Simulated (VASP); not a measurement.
Runs of VASP 6.6.1 on YCuBP. The structure is that of space group P4/mmm (No. 123), or close to it. The cells are those of the table. The cell was generated, and may not be a known phase.

| task | cell | k mesh | cutoff (eV) | gap on the mesh (eV) | pressure (GPa) | relaxed volume (Å³/atom) |
| --- | --- | --- | --- | --- | --- | --- |
| single point | a = 4.096, b = 4.096, c = 4.724 Å, 4 atoms | 4 × 4 × 4 | 520 | none | -2.2 | - |
| single point | a = 3.760, b = 3.760, c = 5.193 Å, 4 atoms | 4 × 4 × 4 | 520 | none | 0.1 | - |
| relaxation of cell and atoms | relaxed from a = 4.096, b = 4.096, c = 4.724 Å, 4 atoms | 4 × 4 × 4 | 600 | none | 0.1 | (a) |
| single point | a = 3.747, b = 3.747, c = 5.254 Å, 4 atoms | 12 × 12 × 10 | 520 | none | 0.0 | - |
| relaxation of cell and atoms | relaxed from a = 3.760, b = 3.760, c = 5.193 Å, 4 atoms | 12 × 12 × 10 | 600 | none | 0.0 | 18.46 |

Alike in all rows: level PBE; potentials or basis VASP PAW PBE potentials, release 64 (Y_sv, Cu, B, P); no spin polarisation; smearing gaussian 0.1 eV.

Problem. Estimate the missing entries.

Solution. (a) 18.33.

Caveats: some runs use coarse meshes.

A k mesh can miss the band edges, and the runs leave out spin-orbit coupling on Y.

A gap of «none» marks levels without a gap at the run's occupations.
